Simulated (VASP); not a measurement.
Runs of VASP 6.6.1 on Mg. The structure is that of space group Fm-3m (No. 225), or close to it. The cells are those of the table. 

```tsv
cell	gap on the mesh (eV)	pressure (GPa)
a = 3.233 Å, angles 60.0°, 1 atom	none	(a)
a = 3.357 Å, angles 60.0°, 1 atom	none	-3.1
a = 3.098 Å, angles 60.0°, 1 atom	none	5.3
a = 3.317 Å, angles 60.0°, 1 atom	none	-2.3
```

Alike in all rows: task single point; level RPBE; potentials or basis VASP PAW PBE potentials, release 64 (Mg); no spin polarisation; k mesh 13 × 13 × 13; cutoff (eV) 520; smearing fermi-dirac 0.1 eV.

Task: Fill in the values left out.

Result: (a) -0.2.

Caveats: the PAW data sets were made with another functional, which shifts forces and pressure a little.

A gap of «none» marks levels without a gap at the run's occupations.
